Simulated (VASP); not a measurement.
# B2P (P-1) in VASP: further runs

Runs on B2P. Level: PBE. Tasks: single point, relaxation of cell and atoms.

All numbers are computed with VASP 6.6.1; they aren't measurements. Logs are shortened: lines on timing, memory, paths and dates and some standing lists are left out, and cuts for length are marked.

### 1 The cell of the first run

The typed cell holds 6 atoms: a = 3.080 Å, b = 3.699 Å, c = 4.606 Å, α = 70.41°, β = 78.95°, γ = 86.47°.

The cell was generated, and may not be a known phase.

### 2 Single point, PBE

File INCAR:

```
SYSTEM = B2P
PREC     = Accurate       ! precision mode
ENCUT    = 520            ! plane-wave cutoff, eV
EDIFF    = 1E-7           ! SCF threshold, eV
ISMEAR   = 0              ! smearing method
SIGMA    = 0.1            ! smearing width, eV
LREAL    = .FALSE.        ! projectors in reciprocal space
LASPH    = .TRUE.         ! aspherical terms in the spheres
NELM     = 80             ! most SCF steps
ALGO     = Normal         ! electronic algorithm
ISIF     = 2              ! what is computed and relaxed
LWAVE    = .FALSE.        ! write WAVECAR
LCHARG   = .TRUE.         ! write CHGCAR
GGA      = PE             ! functional
LELF     = .TRUE.         ! ELF
LVHAR    = .TRUE.       
NBANDS   = 20             ! bands
```

File KPOINTS:

```
Automatic mesh
0
G
  6 6 4
  0 0 0
```

File POSCAR:

```
B2P
1.0
    3.0797789100      0.0000000000      0.0000000000
    0.2280548500      3.6923437900      0.0000000000
    0.8827005200      1.4928782900      4.2670227800
B P
4 2
Direct
    0.2805090000      0.2817679900      0.8184990300
    0.7935289700      0.5222669800      0.6717619900
    0.2064710300      0.4777330200      0.3282380100
    0.7194910000      0.7182320100      0.1815009700
    0.8716260200      0.9803190200      0.7543720000
    0.1283739800      0.0196809800      0.2456280000
```

Potentials or basis: VASP PAW PBE potentials, release 64 (B, P).

Run with:

```bash
$ cat potpaw_PBE.64/B/POTCAR potpaw_PBE.64/P/POTCAR > POTCAR
$ mpirun -np 1 vasp_std > vasp.out
```

OUTCAR:

```text
SYSTEM = B2P
   PREC = Accurate
   ENCUT = 520
   EDIFF = 1E-7
   ISMEAR = 0
   LREAL = .FALSE.
   LASPH = .TRUE.
   NELM = 80
   ISIF = 2
   GGA = PE

 ion  position               nearest neighbor table
   1  0.281  0.282  0.818-   2 1.76   2 1.82   5 1.86   6 1.86   5 2.10
   2  0.794  0.522  0.672-   1 1.76   1 1.82   3 1.88   5 1.90   5 1.92   6 2.31
   3  0.206  0.478  0.328-   4 1.76   4 1.82   2 1.88   6 1.90   6 1.92   5 2.31
   4  0.719  0.718  0.182-   3 1.76   3 1.82   6 1.86   5 1.86   6 2.10
   5  0.872  0.980  0.754-   1 1.86   4 1.86   2 1.90   2 1.92   1 2.10   6 2.28   3 2.31   6 2.59
                             6 2.93
   6  0.128  0.020  0.246-   4 1.86   1 1.86   3 1.90   3 1.92   4 2.10   5 2.28   2 2.31   5 2.59
                             5 2.93

  LATTYP: Found a triclinic cell.
 ALAT       =     3.0797789100
 B/A-ratio  =     2.7064853437
 C/A-ratio  =     1.6320208091
 COS(alpha) =     0.0011311427
 COS(beta)  =     0.4371196399
 COS(gamma) =     0.8175039850

  Lattice vectors:

 A1 = (   3.0797789100,   0.0000000000,   0.0000000000)
 A2 = (   6.8142034900,  -2.1994655000,   4.2670227800)
 A3 = (   2.1970783900,  -1.4928782900,  -4.2670227800)

Analysis of symmetry for initial positions (statically):
=====================================================================
 Subroutine PRICEL returns:
 Original cell was already a primitive cell.

 Routine SETGRP: Setting up the symmetry group for a
 triclinic supercell.

 Subroutine GETGRP returns: Found  2 space group operations
 (whereof  2 operations were pure point group operations)
 out of a pool of  2 trial point group operations.

The static configuration has the point symmetry S_2 .

Analysis of symmetry for dynamics (positions and initial velocities):
=====================================================================
 Subroutine PRICEL returns:
 Original cell was already a primitive cell.

 Routine SETGRP: Setting up the symmetry group for a
 triclinic supercell.

 Subroutine GETGRP returns: Found  2 space group operations
 (whereof  2 operations were pure point group operations)
 out of a pool of  2 trial point group operations.

The dynamic configuration has the point symmetry S_2 .

 Subroutine INISYM returns: Found  2 space group operations
 (whereof  2 operations are pure point group operations),
 and found     1 'primitive' translations

----------------------------------------------------------------------------------------

                                     Primitive cell

  volume of cell :      48.5229

  direct lattice vectors                    reciprocal lattice vectors
     3.079778910  0.000000000  0.000000000     0.324698632 -0.020054768 -0.060152555
     0.228054850  3.692343790  0.000000000     0.000000000  0.270830686 -0.094753947
     0.882700520  1.492878290  4.267022780     0.000000000  0.000000000  0.234355440

  length of vectors
     3.079778910  3.699379905  4.606010117     0.330831869  0.286927815  0.234355440

  position of ions in fractional coordinates (direct lattice)
     0.280509000  0.281767990  0.818499030
     0.793528970  0.522266980  0.671761990
     0.206471030  0.477733020  0.328238010
     0.719491000  0.718232010  0.181500970
     0.871626020  0.980319020  0.754372000
     0.128373980  0.019680980  0.245628000

  ion indices of the primitive-cell ions
   primitive index   ion index
                 1           1
                 2           2
                 3           3
                 4           4
                 5           5
                 6           6

----------------------------------------------------------------------------------------

 KPOINTS: Automatic mesh

Automatic generation of k-mesh.
 Grid dimensions read from file:
 generate k-points for:    6    6    4

 Generating k-lattice:

  Cartesian coordinates                     Fractional coordinates (reciprocal lattice)
     0.054116439 -0.003342461 -0.010025426     0.166666667  0.000000000  0.000000000
     0.000000000  0.045138448 -0.015792325     0.000000000  0.166666667 -0.000000000
     0.000000000  0.000000000  0.058588860     0.000000000  0.000000000  0.250000000

  Length of vectors
     0.055138645  0.047821302  0.058588860

  Shift w.r.t. Gamma in fractional coordinates (k-lattice)
     0.000000000  0.000000000  0.000000000

 Subroutine IBZKPT returns following result:
 ===========================================

 Found     76 irreducible k-points:

 Following reciprocal coordinates:
            Coordinates               Weight
  0.000000  0.000000  0.000000      1.000000
  0.166667 -0.000000  0.000000      2.000000
  0.333333 -0.000000  0.000000      2.000000
  0.500000  0.000000  0.000000      1.000000
  0.000000  0.166667 -0.000000      2.000000
  0.166667  0.166667  0.000000      2.000000
[... 16 lines left out ...]
  0.333333 -0.000000  0.250000      2.000000
  0.500000  0.000000  0.250000      2.000000
 [... further k-points ...]
   k-points           NKPTS =     76   k-points in BZ     NKDIM =     76   number of bands    NBANDS=     20
   number of dos      NEDOS =    301   number of ions     NIONS =      6
   total plane-waves  NPLWV =  24192
   dimension x,y,z NGX =    24 NGY =   28 NGZ =   36
   dimension x,y,z NGXF=    48 NGYF=   56 NGZF=   72
   ions per type =               4   2
   NGX,Y,Z   is equivalent  to a cutoff of  12.96, 12.58, 12.99 a.u.
   NGXF,Y,Z  is equivalent  to a cutoff of  25.91, 25.17, 25.99 a.u.
 SYSTEM =  B2P
   PREC   = accura    normal or accurate (medium, high low for compatibility)
   ISTART =      0    job   : 0-new  1-cont  2-samecut
   ICHARG =      2    charge: 1-file 2-atom 10-const
   ISPIN  =      1    spin polarized calculation?
   LNONCOLLINEAR =      F non collinear calculations
   LSORBIT =      F    spin-orbit coupling
   LASPH  =      T    aspherical Exc in radial PAW
   ENCUT  =  520.0 eV  38.22 Ry    6.18 a.u.   5.73  6.88  8.56*2*pi/ulx,y,z
   NELM   =     80;   NELMIN=  2; NELMDL= -5     # of ELM steps
   EDIFF  = 0.1E-06   stopping-criterion for ELM
   LREAL  =      F    real-space projection
   EDIFFG = 0.1E-05   stopping-criterion for IOM
   NSW    =      0    number of steps for IOM
   IBRION =     -1    ionic relax: 0-MD 1-quasi-New 2-CG
   NFREE  =      0    steps in history (QN), initial steepest desc. (CG)
   ISIF   =      2    stress and relaxation
   ISYM   =      2    0-nonsym 1-usesym 2-fastsym
   POTIM  = 0.5000    time-step for ionic-motion
   TEBEG  =    0.0;   TEEND  =   0.0 temperature during run
   PSTRESS=    0.0 pullay stress
   NELECT =      22.0000    total number of electrons
   NUPDOWN=      -1.0000    fix difference up-down
   EMIN   =  10.00;   EMAX   =-10.00  energy-range for DOS
   EFERMI =   0.00;   METHOD = LEGACY
   ISMEAR =     0;   SIGMA  =   0.10  broadening in eV -4-tet -1-fermi 0-gaus
   EFERMI_NEDOS =   21; number of points for ismear=-14 and -15
   IALGO  =     38    algorithm
   IMIX   =      4    mixing-type and parameters
     AMIX     =   0.40;   BMIX     =  1.00
     AMIX_MAG =   1.60;   BMIX_MAG =  1.00
  volume/ion in A,a.u.               =       8.09        54.57
  Fermi-wavevector in a.u.,A,eV,Ry     =   1.257670  2.376652 21.520810  1.581735
  Thomas-Fermi vector in A             =   2.391318
   LORBIT       =      0    0 simple, 1 ext, 2 COOP (PROOUT), +10 PAW based schemes
   GGA     = PE    functional components
   LHFCALC =     F    Hartree Fock is set to
   AEXX    =    0.0000 exact exchange contribution
   IVDW    =     0    specifies the selected vdW correction
   LEPSILON=     F    determine dielectric tensor
   LRPA    =     F    only Hartree local field effects (RPA)
 non-spin polarized calculation
 Gauss-broadening in eV      SIGMA  =   0.10
  energy-cutoff  :      520.00
  volume of cell :       48.52
 maximum number of plane-waves:      1320
   NGX = 11   NGY = 13   NGZ = 17

 number of electron      21.9999999 magnetization

 Free energy of the ion-electron system (eV)
  ---------------------------------------------------
  ext. energy  EPLUGINS =         0.00000000
  ---------------------------------------------------
  free energy    TOTEN  =       -31.21593851 eV

  energy without entropy =      -31.20632996  energy(sigma->0) =      -31.21113423

 E-fermi :  10.6685     XC(G=0): -12.3046

 val. band max:       10.6670049758   @ k =  -0.3333   0.1667  -0.0000
 cond. band min:      10.6840077055   @ k =   0.3333   0.5000   0.2500
 fundamental gap:      0.0170027297
 Fermi energy:        10.6684787663

 k-point     1 :       0.0000    0.0000    0.0000
  band No.  band energies     occupation
      1      -8.2191      2.00000
      2      -2.0374      2.00000
      3      -0.8876      2.00000
      4       1.8847      2.00000
      5       2.5316      2.00000
      6       3.7820      2.00000
[... 12 lines left out ...]
     19      18.4099      0.00000
     20      18.9432      0.00000

 k-point     2 :       0.1667   -0.0000    0.0000
  band No.  band energies     occupation
      1      -7.8767      2.00000
      2      -2.0379      2.00000
      3      -0.3836      2.00000
      4       1.5709      2.00000
      5       2.5560      2.00000
      6       2.7277      2.00000
[... 12 lines left out ...]
     19      18.6197      0.00000
     20      19.2590      0.00000

 k-point     3 :       0.3333   -0.0000    0.0000
  band No.  band energies     occupation
      1      -6.9321      2.00000
      2      -2.3675      2.00000
      3      -0.1564      2.00000
      4       0.6432      2.00000
      5       2.7161      2.00000
      6       2.9797      2.00000
[... 12 lines left out ...]
     19      19.5723      0.00000
     20      20.2784      0.00000

 k-point     4 :       0.5000    0.0000    0.0000
  band No.  band energies     occupation
      1      -6.1022      2.00000
      2      -3.3362      2.00000
      3      -0.0903      2.00000
      4       0.7852      2.00000
      5       2.8409      2.00000
      6       2.9712      2.00000
[... 12 lines left out ...]
     19      20.6309      0.00000
     20      21.2466      0.00000

 k-point     5 :       0.0000    0.1667   -0.0000
  band No.  band energies     occupation
      1      -7.9705      2.00000
      2      -2.5735      2.00000
      3      -0.2400      2.00000
      4       0.1201      2.00000
      5       1.8375      2.00000
      6       4.4570      2.00000
[... 12 lines left out ...]
     19      18.4228      0.00000
     20      19.7177      0.00000
[... 353 lines left out ...]
      6       4.3041      2.00000
[... 12 lines left out ...]
     19      18.4548      0.00000
     20      18.6388      0.00000

 k-point    22 :       0.1667   -0.0000    0.2500
  band No.  band energies     occupation
      1      -7.5882      2.00000
      2      -3.6869      2.00000
      3       1.2983      2.00000
      4       1.7546      2.00000
      5       2.3863      2.00000
      6       3.1393      2.00000
[... 12 lines left out ...]
     19      18.2532      0.00000
     20      18.9727      0.00000

 k-point    23 :       0.3333   -0.0000    0.2500
  band No.  band energies     occupation
      1      -6.7682      2.00000
      2      -2.7270      2.00000
      3      -0.4420      2.00000
      4       1.1222      2.00000
      5       1.9713      2.00000
      6       2.9608      2.00000
[... 12 lines left out ...]
     19      18.2785      0.00000
     20      19.7960      0.00000

 k-point    24 :       0.5000    0.0000    0.2500
  band No.  band energies     occupation
      1      -5.7912      2.00000
      2      -3.3750      2.00000
      3      -1.5684      2.00000
      4       1.1269      2.00000
      5       2.5176      2.00000
      6       2.9496      2.00000
[... 12 lines left out ...]
     19      20.2465      0.00000
     20      21.7313      0.00000

 [... further k-points ...]
[... 5 lines left out ...]
  --------------------------------------------------------------------------------------
  -------------------------------------------------------------------------------------
  Total        2.4514770     16.7932320     19.3877570      1.6933842     -1.0427646      2.2325254
  in kB       80.9453236    554.4957695    640.1643974     55.9138586    -34.4310460     73.7157614
  external PRESSURE =     425.2018302 kB  Pullay stress =       0.0000000 kB

 VOLUME and BASIS-vectors are now :
 -----------------------------------------------------------------------------
  energy-cutoff  :      520.00
  volume of cell :       48.52
      direct lattice vectors                 reciprocal lattice vectors
     3.079778910  0.000000000  0.000000000     0.324698632 -0.020054768 -0.060152555
     0.228054850  3.692343790  0.000000000     0.000000000  0.270830686 -0.094753947
     0.882700520  1.492878290  4.267022780     0.000000000  0.000000000  0.234355440

 POSITION                                       TOTAL-FORCE (eV/Angst)
 -----------------------------------------------------------------------------------
      1.65065      2.26230      3.49255         1.570572      0.992628     -2.283306
      3.15596      2.93125      2.86642         0.462727     -0.675889     -0.053813
      1.03457      2.25397      1.40060        -0.462727      0.675889      0.053813
      2.53988      2.92292      0.77447        -1.570572     -0.992628      2.283306
      3.57387      4.74586      3.21892        -0.967135     -2.275249      0.487868
      0.61667      0.43936      1.04810         0.967135      2.275249     -0.487868
 -----------------------------------------------------------------------------------
    total drift:                               -0.000000      0.000000     -0.000000

  FREE ENERGIE OF THE ION-ELECTRON SYSTEM (eV)
  ---------------------------------------------------
  free  energy   TOTEN  =       -31.2159385067 eV

  energy  without entropy=      -31.2063299587  energy(sigma->0) =      -31.21113423
```

It took 90 s on 1 thread of Intel Xeon 8259CL, shared host; peak memory 0.19 GiB.

What came out:

- Free energy: -31.2159 eV
- Pressure: 42.5 GPa
- Largest force: 2.944 eV/Å
- Band gap on the k mesh: zero (bands 11 and 12 overlap by 2.40 eV)

Forces in eV/Å, atoms in the order of the input:
```
B    1.571  0.993 -2.283
B    0.463 -0.676 -0.054
B   -0.463  0.676  0.054
B   -1.571 -0.993  2.283
P   -0.967 -2.275  0.488
P    0.967  2.275 -0.488
```

Levels at points of the mesh, in eV from the Fermi level:
```csv
k point,band 9,band 10,band 11,band 12,band 13,band 14
"(0.00, 0.00, 0.00)",-4.41,-1.14,0.21,1.31,1.89,4.34
"(0.50, 0.00, 0.00)",-4.23,-3.42,-1.41,-1.23,-0.10,1.15
"(0.00, 0.50, 0.00)",-2.05,-0.10,0.22,0.38,2.14,2.58
"(0.50, 0.50, 0.00)",-5.27,-3.44,-1.82,2.52,3.86,4.58
"(0.00, 0.00, 0.50)",-3.53,-2.39,-2.09,-0.42,1.25,2.46
"(0.50, 0.00, 0.50)",-3.14,-2.10,-1.92,-0.57,0.02,2.11
"(0.00, 0.50, 0.50)",-1.05,-0.64,-0.05,0.59,1.01,2.07
"(0.50, 0.50, 0.50)",-4.05,-2.85,0.61,2.27,4.20,4.45
```

Caveat: the k points lie up to 0.37 Å⁻¹ apart, too coarse for converged energies and pressures of a metal; forces of over 1 eV/Å act on the atoms, so gaps and moduli don't describe the material at rest.

### 3 Relaxation of cell and atoms, PBE

File INCAR:

```
  PREC = Accurate
  ENCUT = 600
  EDIFF = 1E-7
  ISMEAR = 0
  SIGMA = 0.1
  LREAL = F
  LASPH = T
  NELM = 100
  ALGO = Normal
  ISIF = 3
  LWAVE = F
  LCHARG = F
  GGA = PE
  IBRION = 2
  NSW = 90
  EDIFFG = -0.04
```

File KPOINTS:

```
regular mesh
0
Gamma
  6 6 4
```

POSCAR is that of step 2.

Potentials or basis: VASP PAW PBE potentials, release 64 (B, P).

Run with:

```bash
$ cat potpaw_PBE.64/B/POTCAR potpaw_PBE.64/P/POTCAR > POTCAR
$ mpirun -np 1 vasp_std > vasp.out
```

Run time: 24 min. Hardware: 1 thread of Intel Xeon 8259CL, shared host; peak memory 0.22 GiB.

The run converged. Its results:

```
Free energy                           : -36.1945 eV
Relaxed volume                        : 10.04 Å³/atom
Relaxed cell                          : a = 3.029 Å, b = 3.643 Å, c = 5.806 Å, α = 77.32°, β = 74.90°, γ = 89.97°
Space group after relaxing (to 0.1 Å) : C2/m (No. 12)
Energy gained by relaxing             : 828.9 meV/atom
Ionic steps                           : 21
Pressure after relaxing               : 0.1 GPa
Largest force after relaxing          : 0.035 eV/Å
Band gap on the k mesh                : zero (bands 11 and 12 overlap by 1.70 eV)
```

Forces in eV/Å, atoms in the order of the input:
```
B    0.025  0.002  0.016
B    0.030  0.001 -0.018
B   -0.030 -0.001  0.018
B   -0.025 -0.002 -0.016
P    0.000 -0.003  0.006
P    0.000  0.003 -0.006
```

Stress tensor (GPa, compression positive):
```
 0.09 -0.06 -0.07
-0.06  0.08 -0.01
-0.07 -0.01  0.05
```

Step by step:
| step | energy change (eV) | largest force (eV/Å) | pressure (GPa) | volume (Å³) |
| --- | --- | --- | --- | --- |
| 1 | 0.0000 | 2.9443 | 42.50 | 48.52 |
| 2 | -2.2122 | 1.7095 | -13.60 | 64.88 |
| 3 | -2.3121 | 1.8984 | -6.99 | 60.81 |
| 4 | -3.0395 | 1.1865 | -2.28 | 59.40 |
| 5 | -3.1007 | 1.2599 | 0.44 | 58.86 |
| 6 | -3.6822 | 0.8868 | 3.04 | 58.39 |
| 7 | -4.1314 | 1.2075 | 10.31 | 57.48 |
| 8 | -4.4245 | 1.1348 | 6.95 | 58.49 |
| 9 | -4.7034 | 1.1573 | 0.26 | 60.46 |
| 10 | -4.7966 | 0.9307 | -0.20 | 60.47 |
| 11 | -4.8802 | 0.5256 | -0.67 | 60.47 |
| 12 | -4.8805 | 0.5144 | -0.68 | 60.47 |
| 13 | -4.9038 | 0.4049 | -0.25 | 60.29 |
| 14 | -4.9276 | 0.2859 | 1.10 | 59.83 |
| 15 | -4.9475 | 0.1814 | 0.72 | 59.99 |
| 16 | -4.9603 | 0.1742 | 0.26 | 60.23 |
| 17 | -4.9696 | 0.0952 | -0.28 | 60.39 |
| 18 | -4.9714 | 0.1005 | -0.65 | 60.49 |
| 19 | -4.9728 | 0.0560 | 0.08 | 60.23 |
| 20 | -4.9728 | 0.0538 | 0.13 | 60.21 |
| 21 | -4.9731 | 0.0355 | 0.07 | 60.22 |

Final structure:
```yaml
crystal:
  lattice:
    - [3.01906, -0.08601, 0.22298]
    - [0.11037, 3.64037, -0.06199]
    - [1.14653, 1.33492, 5.53319]
  atoms:
    - { symbol: B, position: [0.34447, 0.23009, 0.80840] }
    - { symbol: B, position: [0.91975, 0.45658, 0.65689] }
    - { symbol: B, position: [0.08025, 0.54342, 0.34311] }
    - { symbol: B, position: [0.65553, 0.76991, 0.19160] }
    - { symbol: P, position: [0.83613, 0.86422, 0.82632] }
    - { symbol: P, position: [0.16388, 0.13578, 0.17368] }
```

Levels at points of the mesh, in eV from the Fermi level:
```tsv
k point	band 8	band 9	band 10	band 11	band 12	band 13	band 14	band 15
(0.00, 0.00, 0.00)	-3.80	-3.24	-2.05	-1.16	2.12	2.64	3.22	4.35
(0.50, 0.00, 0.00)	-4.97	-2.83	-2.57	-2.00	-0.88	-0.44	2.13	2.51
(0.00, 0.50, 0.00)	-1.64	-1.48	0.53	0.62	0.87	0.95	2.91	3.37
(0.50, 0.50, 0.00)	-6.20	-4.81	-4.05	-3.34	2.17	3.35	3.52	5.49
(0.00, 0.00, 0.50)	-4.36	-3.37	-2.46	-1.08	1.55	2.04	2.76	3.64
(0.50, 0.00, 0.50)	-4.96	-2.82	-2.59	-2.01	-0.88	-0.44	2.14	2.50
(0.00, 0.50, 0.50)	-3.35	-2.34	-0.85	0.78	0.84	1.86	2.31	3.92
(0.50, 0.50, 0.50)	-6.21	-4.82	-4.03	-3.33	2.16	3.32	3.55	5.50
```

Caveat: the k points lie up to 0.36 Å⁻¹ apart in the final cell, too coarse for converged energies and pressures of a metal; the volume moved by over 15 % at a fixed basis, so the end points are rough.

The gap in the log of VASP goes by the Fermi energy; the results here count the filled bands.